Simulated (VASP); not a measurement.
CoSn2: single point with PBEsol

Crystal: CoSn2.

```
Co Sn
1.0
    -3.18250    3.18250    2.72850
     3.18250   -3.18250    2.72850
     3.18250    3.18250   -2.72850
Co Sn
2 4
Direct
  0.25000 0.25000 0.00000
  0.75000 0.75000 0.00000
  0.65800 0.15800 0.81600
  0.15800 0.34200 0.50000
  0.34200 0.84200 0.18400
  0.84200 0.65800 0.50000
```

- Program: VASP 6.6.1
- Task: single point
- Functional: PBEsol
- Potentials or basis: VASP PAW PBE potentials, release 64 (Co, Sn_d)
- Cutoff: 520 eV
- k mesh: 1 × 1 × 1
- Occupations: gaussian, width 0.1 eV
- Spin: no spin polarisation

- Pressure: 2.8 GPa
- Largest force: 0.837 eV/Å

Forces on the atoms (eV/Å):
```
Co   0.000  0.000  0.000
Co   0.000  0.000  0.000
Sn   0.592  0.592  0.000
Sn  -0.592  0.592  0.000
Sn  -0.592 -0.592  0.000
Sn   0.592 -0.592  0.000
```

Stress tensor (GPa, compression positive):
```
-2.63  0.00  0.00
 0.00 -2.63  0.00
 0.00  0.00 13.66
```

Levels at points of the mesh, in eV from the Fermi level:
| k point | band 35 | band 36 | band 37 | band 38 | band 39 | band 40 | band 41 | band 42 |
| --- | --- | --- | --- | --- | --- | --- | --- | --- |
| (0.00, 0.00, 0.00) | -0.09 | -0.04 | -0.04 | -0.03 | 1.02 | 1.44 | 1.44 | 1.73 |

Wall time 25 s on 1 thread of Intel Xeon 6975P-C (shared host), peak memory 0.23 GiB.

Caveat: the k points lie up to 1.52 Å⁻¹ apart; the PAW data sets were made with another functional, which shifts forces and pressure a little; spin-orbit coupling is left out, which moves the levels of the heavy elements. Spin polarisation is off, so any magnetic state and its effect on volume and gap are missing.
